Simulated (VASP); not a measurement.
Runs of VASP 6.6.1 on CoO. The structure is that of space group P-6m2 (No. 187), or close to it. The cells are those of the table. 

```tsv
task	potentials or basis	cell	k mesh	cutoff (eV)	second run	gap on the mesh (eV)	pressure (GPa)	moment (μB)
relaxation of cell and atoms	VASP PAW PBE potentials, release 64 (Co, O)	relaxed from a = 2.520, b = 2.520, c = 3.728 Å, angles 90.0, 90.0, 120.0°, 2 atoms	9 × 9 × 6	600	-	none	0.0	3.00
single point	VASP PAW PBE potentials, release 64 (Co, O)	a = 2.822, b = 2.822, c = 2.728 Å, angles 90.0, 90.0, 120.0°, 2 atoms	9 × 9 × 6	520	-	none	-0.3	3.00
single point	VASP PAW PBE potentials, release 64 (Co, O)	a = 2.828, b = 2.828, c = 2.722 Å, angles 90.0, 90.0, 120.0°, 2 atoms	24 × 24 × 20	520	-	none	-0.3	3.00
single point	VASP PAW PBE potentials, release 64 (Co_sv, O)	a = 2.822, b = 2.822, c = 2.728 Å, angles 90.0, 90.0, 120.0°, 2 atoms	9 × 9 × 6	600	valence_matched	none	-2.3	3.00
single point	VASP PAW PBE potentials, release 64 (Co, O)	a = 2.520, b = 2.520, c = 3.728 Å, angles 90.0, 90.0, 120.0°, 2 atoms	9 × 9 × 6	520	-	none	(a)	3.00
```

Alike in all rows: level PBE; spin collinear, ferromagnetic start; smearing gaussian 0.1 eV.

Task: Fill in the values left out.

Result: (a) -13.9.

Caveats: some runs use coarse meshes; a cell with one magnetic atom can't hold antiferromagnetic order, which such compounds often take; semilocal functionals often make such compounds metallic where correlation or magnetic order opens a gap, which also shifts bond lengths.

A gap of «none» marks levels without a gap at the run's occupations.

The runs don't all hold the same shells in valence.
